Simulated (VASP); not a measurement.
Input of a VASP 6.6.1 run:

Contents of POSCAR:

```
CsSnI3
1.0
    6.1790757978      0.0000000000      0.0000000000
    0.0000000000      6.1790757978      0.0000000000
    0.0000000000      0.0000000000      6.2590948667
Cs Sn I
1 1 3
Direct
    0.0000000000      0.0000000000      0.0000000000
    0.5000000000      0.5000000000      0.5000000000
    0.5000000000      0.5000000000      0.0000000000
    0.5000000000      0.0000000000      0.5000000000
    0.0000000000      0.5000000000      0.5000000000
```

File INCAR.step1:

```
SYSTEM = CsSnI3
PREC = Accurate
ENCUT = 520
EDIFF = 1E-5
ISMEAR = 0
SIGMA = 0.01
LREAL = .FALSE.
LASPH = .TRUE.
NELM = 60
ALGO = Normal
ISIF = 2
LWAVE = .TRUE.
LCHARG = .FALSE.
GGA = PE
NBANDS = 30
```

Contents of INCAR.step2:

```
SYSTEM = CsSnI3
PREC = Accurate
ENCUT = 520
EDIFF = 1E-6
ISMEAR = 0
SIGMA = 0.01
LREAL = .FALSE.
LASPH = .TRUE.
NELM = 60
ALGO = Normal
ISIF = 2
LWAVE = .FALSE.
LCHARG = .FALSE.
GGA = PE
LHFCALC = .TRUE.
HFSCREEN = 0.2079
PRECFOCK = Fast
ISTART = 1
NBANDS = 30
```

File KPOINTS:

```
Automatic mesh
0
G
  2 2 2
  0 0 0
```

Potentials or basis: VASP PAW PBE potentials, release 64 (Cs_sv, Sn_d, I).

Command:

```console
$ cat potpaw_PBE.64/Cs_sv/POTCAR potpaw_PBE.64/Sn_d/POTCAR potpaw_PBE.64/I/POTCAR > POTCAR
$ cp INCAR.step1 INCAR
$ mpirun -np 1 vasp_std > vasp.out
$ cp INCAR.step2 INCAR
$ mpirun -np 1 vasp_std > vasp.out
```

**Question.** Predict the pressure.

**Answer.** 1.7 GPa.

**Question.** Estimate the band gap on the k mesh.

**Answer.** 0.71 eV.

Stress tensor (GPa, compression positive):
```
1.94 0.00 0.00
0.00 1.94 0.00
0.00 0.00 1.37
```

Caveat: the k points lie up to 0.51 Å⁻¹ apart; the cell differs from its parent crystal (epitaxial xy strain -1.0%); the PAW data sets were made with another functional, which shifts forces and pressure a little; spin-orbit coupling is left out, which moves the levels of the heavy elements. A k mesh can miss the band edges.
